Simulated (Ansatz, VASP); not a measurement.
## C in VASP and in Ansatz

INCAR

```
SYSTEM = C
ALGO = Normal ; EDIFF = 1E-6
ENCUT = 520 ; GGA = PE
ISIF = 2 ; ISMEAR = 0
LASPH = .True. ; LCHARG = .False.
LREAL = .False. ; LWAVE = .False.
NBANDS = 11 ; NELM = 80
PREC = Accurate ; SIGMA = 0.05
```

KPOINTS

```
k-points
0
Gamma
  12 12 12
  0 0 0
```

Contents of POSCAR:

```
C
1.0
    0.0000000000      1.8264932217      1.8710596563
    1.8264932217      0.0000000000      1.8710596563
    1.8264932217      1.8264932217      0.0000000000
C
2
Direct
    0.5000000000      0.5000000000      0.5000000000
    0.7500000000      0.7500000000      0.7500000000
```

Input for Ansatz:

```yaml
crystal:
  lattice:
    - [0.0, 1.8264932217, 1.8710596563]
    - [1.8264932217, 0.0, 1.8710596563]
    - [1.8264932217, 1.8264932217, 0.0]
  atoms:
    - { symbol: C, position: [0.5, 0.5, 0.5] }
    - { symbol: C, position: [0.75, 0.75, 0.75] }
basis:
  ecutwfc: 520.0
kpoints:
  mp_grid: { grid: [12, 12, 12] }
hamiltonian:
  xc: pbe
  pseudopotentials: { kind: paw, azcp: { folder: soft_1 } }
scf:
  occupations: { method: gaussian, width: 0.05 }
output:
  forces: true
  stress: true
  eigenvalues: true
```

Alike in both runs: task single point; functional PBE; k mesh 12 × 12 × 12; occupations gaussian, width 0.05 eV; no spin polarisation.

|  | VASP | Ansatz |
| --- | --- | --- |
| version | VASP 6.6.1 | Ansatz 0.2.0 |
| potentials or method | VASP PAW PBE potentials, release 64 (C), cutoff 520 eV | scalar-relativistic, plane waves, PAW |
| valence electrons in the cell | 8 | 8 |

|  | VASP | Ansatz | Ansatz less VASP |
| --- | --- | --- | --- |
| gap on the k mesh at the Fermi level (eV) | 3.65 | 3.66 | +0.007 |
| least direct gap on the mesh (eV) | 5.12 | 5.12 | +0.003 |

The functional is the same, so the differences come from potentials, cutoffs and numerics.
